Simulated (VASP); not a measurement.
# CuSi16 (a cell with a defect): single point with PBE+D3(BJ)

CuSi16 (a cell with a defect):

```
Si Cu
1.0
     0.00000    5.43000    5.43000
     5.43000    0.00000    5.43000
     5.43000    5.43000    0.00000
Si Cu
16 1
Direct
  0.99558 0.99569 0.99563
  0.12002 0.12007 0.12002
  0.99724 0.99693 0.49200
  0.11932 0.11849 0.62258
  0.99721 0.49206 0.99689
  0.11927 0.62263 0.11848
  0.00629 0.49442 0.49439
  0.13363 0.62450 0.62446
  0.49194 0.99709 0.99708
  0.62254 0.11888 0.11892
  0.49514 0.00473 0.49493
  0.62489 0.13296 0.62471
  0.49507 0.49490 0.00488
  0.62486 0.62471 0.13301
  0.51328 0.51292 0.51292
  0.63770 0.63622 0.63636
  0.39086 0.38838 0.38866
```

* Program: VASP 6.6.1
* Task: single point
* Functional: PBE
* Dispersion: D3(BJ)
* Potentials or basis: VASP PAW PBE potentials, release 64 (Si, Cu)
* Cutoff: 520 eV
* k mesh: 2 × 2 × 2
* Occupations: gaussian, width 0.02 eV
* Spin: no spin polarisation
* Dipole correction: no
* Charge: 1
* Further INCAR settings: LREAL = Auto; ALGO = Normal; EDIFF = 1e-07; NBANDS = 52; NELECT = 74.0

| Quantity | Value |
| --- | --- |
| Largest force | 0.040 eV/Å |
| Dispersion energy per atom | -0.333 eV |

Forces in eV/Å, atoms in the order of the input:
```
Si  -0.016 -0.012 -0.012
Si   0.013  0.010  0.010
Si  -0.011 -0.004 -0.012
Si   0.022  0.014  0.024
Si  -0.010 -0.012 -0.004
Si   0.022  0.024  0.014
Si  -0.009 -0.026 -0.027
Si   0.016  0.007  0.007
Si  -0.015 -0.005 -0.006
Si   0.024  0.017  0.018
Si  -0.029 -0.007 -0.026
Si   0.012  0.016  0.009
Si  -0.029 -0.026 -0.008
Si   0.012  0.008  0.016
Si  -0.014 -0.009 -0.010
Si   0.010  0.011  0.011
Cu   0.001 -0.005 -0.004
```

Levels at points of the mesh, in eV from the Fermi level:
| k point | band 33 | band 34 | band 35 | band 36 | band 37 | band 38 | band 39 | band 40 | band 41 | band 42 |
| --- | --- | --- | --- | --- | --- | --- | --- | --- | --- | --- |
| (0.00, 0.00, 0.00) | -0.84 | -0.84 | -0.60 | -0.14 | -0.13 | 0.21 | 0.66 | 0.66 | 0.68 | 0.70 |
| (0.50, 0.00, 0.00) | -1.96 | -0.84 | -0.80 | -0.71 | -0.63 | 0.63 | 1.13 | 1.33 | 1.37 | 1.54 |
| (0.00, 0.50, 0.00) | -1.96 | -0.84 | -0.80 | -0.71 | -0.64 | 0.63 | 1.13 | 1.33 | 1.37 | 1.54 |
| (0.00, 0.00, 0.50) | -1.96 | -0.84 | -0.80 | -0.71 | -0.64 | 0.63 | 1.13 | 1.33 | 1.37 | 1.54 |
| (0.50, 0.50, 0.50) | -1.95 | -0.87 | -0.87 | -0.67 | -0.67 | 0.47 | 1.31 | 1.38 | 1.38 | 1.50 |
| (0.50, 0.50, 0.00) | -1.78 | -1.47 | -1.39 | -1.36 | -0.91 | 0.72 | 1.11 | 2.07 | 2.12 | 2.19 |
| (0.00, 0.50, 0.50) | -1.78 | -1.47 | -1.39 | -1.36 | -0.91 | 0.72 | 1.10 | 2.07 | 2.12 | 2.19 |
| (0.50, 0.00, 0.50) | -1.78 | -1.47 | -1.39 | -1.36 | -0.91 | 0.72 | 1.11 | 2.07 | 2.12 | 2.19 |

Wall time 5.1 min on 1 thread of AMD EPYC 9R45 (Zen 5) (shared host), peak memory 0.45 GiB.

Caveat: the k points lie up to 0.50 Å⁻¹ apart; the cell carries a net charge on a neutralising background, which shifts energy and pressure; the cell is charged against a uniform background, so pressure and absolute levels hang on convention.
